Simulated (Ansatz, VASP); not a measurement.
NiO in VASP and in Ansatz

Contents of INCAR:

```
ALGO = Normal
EDIFF = 1E-7
ENCUT = 520
GGA = PE
ISIF = 2
ISMEAR = 0
ISPIN = 2
LASPH = True
LCHARG = True
LELF = True
LMAXMIX = 4
LORBIT = 11
LREAL = False
LVHAR = True
LWAVE = False
MAGMOM = 2 2 0 0
NBANDS = 28
NELM = 150
PREC = Accurate
SIGMA = 0.05
```

The input KPOINTS:

```
k-points
0
Gamma
  10 10 10
```

The input POSCAR:

```
NiO
1.0
   -2.1084194088     -2.1084194088      4.2168388176
   -4.2168388176     -2.1084194088      2.1084194088
   -2.1084194088     -4.2168388176      2.1084194088
Ni O
2 2
Direct
    0.0000000000      0.0000000000      0.0000000000
    0.5000000000      0.5000000000      0.5000000000
    1.2500000000     -0.7500000000     -0.7500000000
    1.7500000000     -0.2500000000     -0.2500000000
```

Input for Ansatz:

```yaml
crystal:
  lattice:
    - [-2.1084194088, -2.1084194088, 4.2168388176]
    - [-4.2168388176, -2.1084194088, 2.1084194088]
    - [-2.1084194088, -4.2168388176, 2.1084194088]
  atoms:
    - { symbol: Ni, position: [0.0, 0.0, 0.0], spin: 2.0 }
    - { symbol: O, position: [1.25, -0.75, -0.75] }
    - { symbol: Ni, position: [0.5, 0.5, 0.5], spin: 2.0 }
    - { symbol: O, position: [1.75, -0.25, -0.25] }
basis:
  ecutwfc: 420
  ecutrho_ratio: 4
kpoints:
  mp_grid: { grid: [10, 10, 10] }
hamiltonian:
  xc: pbe
scf:
  occupations: { method: gaussian, width: 0.05 }
  lower_state_search: "off"
output:
  forces: true
  stress: true
  eigenvalues: true
  populations: true
magnetization:
  spin_polarized: true
```

Alike in both runs: task single point; functional PBE; k mesh 10 × 10 × 10; occupations gaussian, width 0.05 eV; collinear spin.

|  | VASP | Ansatz |
| --- | --- | --- |
| version | VASP 6.6.1 | Ansatz 0.2.0 |
| potentials or method | VASP PAW PBE potentials, release 64 (Ni, O), cutoff 520 eV | scalar-relativistic, plane waves, PAW |
| valence electrons in the cell | 32 | 48 |

VASP gave:

- gap on the k mesh at the Fermi level (eV): none
- pressure (GPa): -0.3
- net moment per atom (μB): 0.89
- size of the moment on the site where the two differ most (μB): 0.28

Q: What did Ansatz give for the same quantities?

A: gap on the k mesh at the Fermi level (eV): none; pressure (GPa): 0.1; net moment per atom (μB): 0.91; size of the moment on the site where the two differ most (μB): 0.30.

Site moments also hang on the region over which each program counts them. A gap of «none» marks a metal or a gap that the smearing closes. VASP's potentials hold 32 valence electrons a cell and Ansatz's 48, so a difference there can come from the potentials and not from the codes.
